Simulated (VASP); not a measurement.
A run of VASP 6.6.1:

File POSCAR:

```
C
1.0
    2.4509029450      0.0000000000      0.0000000000
   -1.2254514725      2.1225442126      0.0000000000
    0.0000000000      0.0000000000      8.5229325175
C
2
Direct
    0.6666666667      0.3333333333      0.0000000000
    0.3333333333      0.6666666667      0.0000000000
```

Contents of INCAR.step1:

```
  PREC = Accurate
  ENCUT = 520
  EDIFF = 1E-5
  ISMEAR = -1
  SIGMA = 0.05
  LREAL = False
  LASPH = True
  NELM = 80
  ALGO = Normal
  ISIF = 2
  LWAVE = True
  LCHARG = False
  NBANDS = 11
  GGA = PE
```

INCAR.step2

```
  PREC = Accurate
  ENCUT = 520
  EDIFF = 1E-6
  ISMEAR = -1
  SIGMA = 0.05
  LREAL = False
  LASPH = True
  NELM = 80
  ALGO = Normal
  ISIF = 2
  LWAVE = False
  LCHARG = False
  GGA = PE
  LHFCALC = True
  HFSCREEN = 0.2079
  PRECFOCK = Normal
  NBANDS = 11
  ISTART = 1
```

File KPOINTS:

```
regular mesh
0
Gamma
  6 6 2
```

Potentials or basis: VASP PAW PBE potentials, release 64 (C).

Command:

```sh
$ cat potpaw_PBE.64/C/POTCAR > POTCAR
$ cp INCAR.step1 INCAR
$ mpirun -np 1 vasp_std > vasp.out
$ cp INCAR.step2 INCAR
$ mpirun -np 1 vasp_std > vasp.out
```

Hardware: 1 thread of Intel(R) Xeon(R) 6975P-C (Granite Rapids), with other jobs on the host.

Question: How long does it take, and how much memory?

Answer: Wall time 110 s on 1 thread of Intel(R) Xeon(R) 6975P-C (Granite Rapids) (shared host), peak memory 0.24 GiB. Counts: k points 14.
